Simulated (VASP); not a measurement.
# CaBi (P-6m2) in VASP: further runs

CaBi is run at these levels: PBE; tasks: single point.

All numbers are computed with VASP 6.6.1; they aren't measurements. Logs are shortened: lines on timing, memory, paths and dates and some standing lists are left out, and cuts for length are marked.

## (1) The cell of the first run

Symmetry: P-6m2, No. 187, hexagonal system. Conventional cell: a = 4.065 Å, b = 4.065 Å, c = 4.677 Å, α = 90.00°, β = 90.00°, γ = 120.00°. Ca (site symmetry -6m2) has 6 Bi at 3.31 Å and 6 Ca at 4.06 Å within 4.4 Å. Bi (site symmetry -6m2) has 6 Ca at 3.31 Å and 6 Bi at 4.06 Å within 4.4 Å.

## (2) Single point, PBE

Contents of INCAR:

```
ALGO = Normal
EDIFF = 1E-6
ENCUT = 520
GGA = PE
ISIF = 2
ISMEAR = 0
LASPH = T
LCHARG = F
LREAL = F
LWAVE = F
NBANDS = 20
NELM = 100
PREC = Accurate
SIGMA = 0.1
```

Contents of KPOINTS:

```
k-points
0
Gamma
  6 6 4
```

Contents of POSCAR:

```
CaBi
1.0
    4.0645645103      0.0000000000      0.0000000000
   -2.0322822551      3.5200161212      0.0000000000
    0.0000000000      0.0000000000      4.6768661892
Ca Bi
1 1
Direct
    0.0000000000      0.0000000000      0.0000000000
    0.3333333333      0.6666666667      0.5000000000
```

Potentials or basis: VASP PAW PBE potentials, release 64 (Ca_sv, Bi_d).

Started as:

```sh
cat potpaw_PBE.64/Ca_sv/POTCAR potpaw_PBE.64/Bi_d/POTCAR > POTCAR
mpirun -np 1 vasp_std > vasp.out
```

OUTCAR:

```text
EDIFF = 1E-6
   ENCUT = 520
   GGA = PE
   ISIF = 2
   ISMEAR = 0
   LASPH = T
   LREAL = F
   NELM = 100
   PREC = Accurate

 ion  position               nearest neighbor table
   1  0.000  0.000  0.000-   2 3.31   2 3.31   2 3.31   2 3.31   2 3.31   2 3.31
   2  0.333  0.667  0.500-   1 3.31   1 3.31   1 3.31   1 3.31   1 3.31   1 3.31

  LATTYP: Found a hexagonal cell.
 ALAT       =     4.0645645103
 C/A-ratio  =     1.1506438580

  Lattice vectors:

 A1 = (   4.0645645103,   0.0000000000,   0.0000000000)
 A2 = (  -2.0322822551,   3.5200161212,   0.0000000000)
 A3 = (   0.0000000000,   0.0000000000,   4.6768661892)

Analysis of symmetry for initial positions (statically):
=====================================================================
 Subroutine PRICEL returns:
 Original cell was already a primitive cell.

 Routine SETGRP: Setting up the symmetry group for a
 hexagonal supercell.

 Subroutine GETGRP returns: Found 12 space group operations
 (whereof 12 operations were pure point group operations)
 out of a pool of 24 trial point group operations.

The static configuration has the point symmetry D_3h.

Analysis of symmetry for dynamics (positions and initial velocities):
=====================================================================
 Subroutine PRICEL returns:
 Original cell was already a primitive cell.

 Routine SETGRP: Setting up the symmetry group for a
 hexagonal supercell.

 Subroutine GETGRP returns: Found 12 space group operations
 (whereof 12 operations were pure point group operations)
 out of a pool of 24 trial point group operations.

The dynamic configuration has the point symmetry D_3h.

 Subroutine INISYM returns: Found 12 space group operations
 (whereof 12 operations are pure point group operations),
 and found     1 'primitive' translations

----------------------------------------------------------------------------------------

                                     Primitive cell

  volume of cell :      66.9135

  direct lattice vectors                    reciprocal lattice vectors
     4.064564510  0.000000000  0.000000000     0.246028817  0.142044804  0.000000000
    -2.032282255  3.520016121  0.000000000     0.000000000  0.284089608  0.000000000
     0.000000000  0.000000000  4.676866189     0.000000000  0.000000000  0.213818390

[... 72 lines left out ...]
   ICHARG =      2    charge: 1-file 2-atom 10-const
   ISPIN  =      1    spin polarized calculation?
   LNONCOLLINEAR =      F non collinear calculations
   LSORBIT =      F    spin-orbit coupling
   LASPH  =      T    aspherical Exc in radial PAW
   ENCUT  =  520.0 eV  38.22 Ry    6.18 a.u.   7.56  7.56  8.70*2*pi/ulx,y,z
   NELM   =    100;   NELMIN=  2; NELMDL= -5     # of ELM steps
   EDIFF  = 0.1E-05   stopping-criterion for ELM
   LREAL  =      F    real-space projection
   EDIFFG = 0.1E-04   stopping-criterion for IOM
   NSW    =      0    number of steps for IOM
   IBRION =     -1    ionic relax: 0-MD 1-quasi-New 2-CG
   NFREE  =      0    steps in history (QN), initial steepest desc. (CG)
   ISIF   =      2    stress and relaxation
   ISYM   =      2    0-nonsym 1-usesym 2-fastsym
   POTIM  = 0.5000    time-step for ionic-motion
   TEBEG  =    0.0;   TEEND  =   0.0 temperature during run
   PSTRESS=    0.0 pullay stress
   NELECT =      25.0000    total number of electrons
   NUPDOWN=      -1.0000    fix difference up-down
   EMIN   =  10.00;   EMAX   =-10.00  energy-range for DOS
   EFERMI =   0.00;   METHOD = LEGACY
   ISMEAR =     0;   SIGMA  =   0.10  broadening in eV -4-tet -1-fermi 0-gaus
   EFERMI_NEDOS =   21; number of points for ismear=-14 and -15
   IALGO  =     38    algorithm
   IMIX   =      4    mixing-type and parameters
     AMIX     =   0.40;   BMIX     =  1.00
     AMIX_MAG =   1.60;   BMIX_MAG =  1.00
  volume/ion in A,a.u.               =      33.46       225.78
  Fermi-wavevector in a.u.,A,eV,Ry     =   1.179099  2.228174 18.915834  1.390275
  Thomas-Fermi vector in A             =   2.315416
   LORBIT       =      0    0 simple, 1 ext, 2 COOP (PROOUT), +10 PAW based schemes
   GGA     = PE    functional components
   LHFCALC =     F    Hartree Fock is set to
   AEXX    =    0.0000 exact exchange contribution
   IVDW    =     0    specifies the selected vdW correction
   LEPSILON=     F    determine dielectric tensor
   LRPA    =     F    only Hartree local field effects (RPA)
 non-spin polarized calculation
 Gauss-broadening in eV      SIGMA  =   0.10
  energy-cutoff  :      520.00
  volume of cell :       66.91
 maximum number of plane-waves:      1821
   NGX = 15   NGY = 15   NGZ = 17

 number of electron      24.9999997 magnetization

 Free energy of the ion-electron system (eV)
  ---------------------------------------------------
  ext. energy  EPLUGINS =         0.00000000
  ---------------------------------------------------
  free energy    TOTEN  =        -6.98246571 eV

  energy without entropy =       -6.97213935  energy(sigma->0) =       -6.97730253

 E-fermi :   4.6971     XC(G=0):  -9.0875

 val. band max:        4.6706533174   @ k =   0.1667   0.0000   0.5000
 cond. band min:       4.8510605134   @ k =   0.5000  -0.0000   0.2500
 fundamental gap:      0.1804071960
 Fermi energy:         4.6970817939

 k-point     1 :       0.0000    0.0000    0.0000
  band No.  band energies     occupation
      1     -36.7717      2.00000
      2     -17.8080      2.00000
      3     -17.8080      2.00000
      4     -17.7307      2.00000
      5     -17.4591      2.00000
      6     -17.4591      2.00000
[... 472 lines left out ...]
     19       9.6675      0.00000
     20       9.7373      0.00000

------------------------ aborting loop because EDIFF is reached ----------------------------------------

  FORCE on cell =-STRESS in cart. coord.  units (eV):
  Direction    XX          YY          ZZ          XY          YZ          ZX
  --------------------------------------------------------------------------------------
  -------------------------------------------------------------------------------------
  Total        0.0441528      0.0441528      0.0508792      0.0000000      0.0000000      0.0000000
  in kB        1.0571961      1.0571961      1.2182529      0.0000000      0.0000000      0.0000000
  external PRESSURE =       1.1108817 kB  Pullay stress =       0.0000000 kB

 VOLUME and BASIS-vectors are now :
 -----------------------------------------------------------------------------
  energy-cutoff  :      520.00
  volume of cell :       66.91
      direct lattice vectors                 reciprocal lattice vectors
     4.064564510  0.000000000  0.000000000     0.246028817  0.142044804  0.000000000
    -2.032282255  3.520016121  0.000000000     0.000000000  0.284089608  0.000000000
     0.000000000  0.000000000  4.676866189     0.000000000  0.000000000  0.213818390

 POSITION                                       TOTAL-FORCE (eV/Angst)
 -----------------------------------------------------------------------------------
      0.00000      0.00000      0.00000         0.000000      0.000000      0.000000
     -0.00000      2.34668      2.33843        -0.000000     -0.000000      0.000000
 -----------------------------------------------------------------------------------
    total drift:                                0.000000     -0.000000     -0.000000

  FREE ENERGIE OF THE ION-ELECTRON SYSTEM (eV)
  ---------------------------------------------------
  free  energy   TOTEN  =        -6.9824657062 eV

  energy  without entropy=       -6.9721393478  energy(sigma->0) =       -6.97730253
```

OSZICAR:

```text
N       E                     dE             d eps       ncg     rms          rms(c)
DAV:   1     0.240928136273E+03    0.24093E+03   -0.12756E+04   840   0.133E+03
DAV:   2     0.866301824706E+01   -0.23227E+03   -0.22734E+03   860   0.374E+02
DAV:   3    -0.635811779758E+01   -0.15021E+02   -0.14793E+02  1036   0.104E+02
DAV:   4    -0.703865860233E+01   -0.68054E+00   -0.67748E+00  1396   0.199E+01
DAV:   5    -0.705231828834E+01   -0.13660E-01   -0.13657E-01  1044   0.225E+00    0.336E+00
DAV:   6    -0.700168539625E+01    0.50633E-01   -0.40830E-02  1040   0.240E+00    0.202E+00
DAV:   7    -0.698181509055E+01    0.19870E-01   -0.64080E-02   980   0.284E+00    0.192E-01
DAV:   8    -0.698230152755E+01   -0.48644E-03   -0.67154E-03  1260   0.118E+00    0.849E-02
DAV:   9    -0.698244313752E+01   -0.14161E-03   -0.53048E-04  1108   0.249E-01    0.335E-02
DAV:  10    -0.698246347024E+01   -0.20333E-04   -0.63838E-05   996   0.642E-02    0.863E-03
DAV:  11    -0.698246547862E+01   -0.20084E-05   -0.97167E-06   860   0.292E-02    0.198E-03
DAV:  12    -0.698246570620E+01   -0.22759E-06   -0.21391E-06   860   0.216E-02
   1 F= -.69824657E+01 E0= -.69773025E+01  d E =-.103264E-01
```

stdout:

```text
POSCAR found type information on POSCAR CaBi
 POSCAR found :  2 types and       2 ions
 scaLAPACK will be used
 LDA part: xc-table for (Slater+PW92), standard interpolation
 POSCAR, INCAR and KPOINTS ok, starting setup
 FFT: planning ... GRIDC
 FFT: planning ... GRID_SOFT
 FFT: planning ... GRID
 WAVECAR not read
 entering main loop
```

Wall time 22 s (1 thread of Intel Xeon Platinum 8259CL at 2.50GHz (Skylake/Cascade Lake), shared host); peak memory 0.19 GiB.

What came out:

| Item | Value |
| --- | --- |
| Free energy | -6.9825 eV |
| Pressure | 0.1 GPa |

Levels at points of the mesh, in eV from the Fermi level:
```
           k point  band 8  band 9  band 10  band 11  band 12  band 13  band 14  band 15  band 16  band 17
(0.00, 0.00, 0.00)  -22.12  -22.10   -11.07    -1.10    -0.11     0.95     0.95     3.01     3.56     3.56
(0.50, 0.00, 0.00)  -22.06  -22.05   -10.02    -3.55    -0.86     0.45     1.12     2.93     3.25     4.06
(0.00, 0.00, 0.50)  -22.09  -22.09   -10.68    -4.11     1.48     1.48     2.60     2.60     2.86     4.17
(0.50, 0.00, 0.50)  -22.07  -22.07    -9.90    -2.86    -2.35    -0.08     0.60     3.36     3.50     4.25
```

Caveat: spin-orbit coupling is left out, which moves the levels of the heavy elements.

## (3) Single point, PBE

This run uses another cell than the first one, of 39.33 Å³/atom, 1.176 times its volume.

Contents of INCAR:

```
ALGO = Fast ; EDIFF = 1E-6
ENCUT = 520 ; GGA = PE
ISIF = 2 ; ISMEAR = 0
LASPH = True ; LCHARG = False
LREAL = False ; LWAVE = False
NBANDS = 20 ; NELM = 100
PREC = Accurate ; SIGMA = 0.1
```

KPOINTS is that of step 2.

Contents of POSCAR:

```
CaBi
1.0
    4.0273816200      0.0000000000      0.0000000000
   -2.0136908100      3.4878147900      0.0000000000
    0.0000000000      0.0000000000      5.6005562500
Ca Bi
1 1
Direct
    0.0000000000      0.0000000000      0.0000000000
    0.3333333300      0.6666666700      0.5000000000
```

Potentials or basis: VASP PAW PBE potentials, release 64 (Ca_sv, Bi_d).

Started as:

```sh
cat potpaw_PBE.64/Ca_sv/POTCAR potpaw_PBE.64/Bi_d/POTCAR > POTCAR
mpirun -np 1 vasp_std > vasp.out
```

Run time: 1.9 min. Hardware: 1 thread of Intel Xeon 6975P-C, shared host; peak memory 0.2 GiB.

The run converged. Its results:

| Property | Result |
| --- | --- |
| Free energy | -6.5691 eV |
| Pressure | -4.4 GPa |

Stress tensor (GPa, compression positive):
```
-2.67  0.00  0.00
 0.00 -2.67  0.00
 0.00  0.00 -7.98
```

Levels at points of the mesh, in eV from the Fermi level:
| k point | band 9 | band 10 | band 11 | band 12 | band 13 | band 14 | band 15 | band 16 |
| --- | --- | --- | --- | --- | --- | --- | --- | --- |
| (0.00, 0.00, 0.00) | -22.57 | -11.14 | -2.28 | -1.66 | 1.33 | 1.33 | 2.47 | 2.99 |
| (0.50, 0.00, 0.00) | -22.55 | -10.13 | -3.44 | -1.44 | 0.49 | 0.61 | 1.40 | 2.55 |
| (0.00, 0.00, 0.50) | -22.56 | -11.02 | -4.22 | 1.10 | 1.75 | 1.75 | 2.07 | 2.07 |
| (0.50, 0.00, 0.50) | -22.55 | -10.10 | -3.07 | -2.18 | -0.07 | 0.24 | 2.07 | 2.18 |

Caveat: spin-orbit coupling is left out, which moves the levels of the heavy elements.
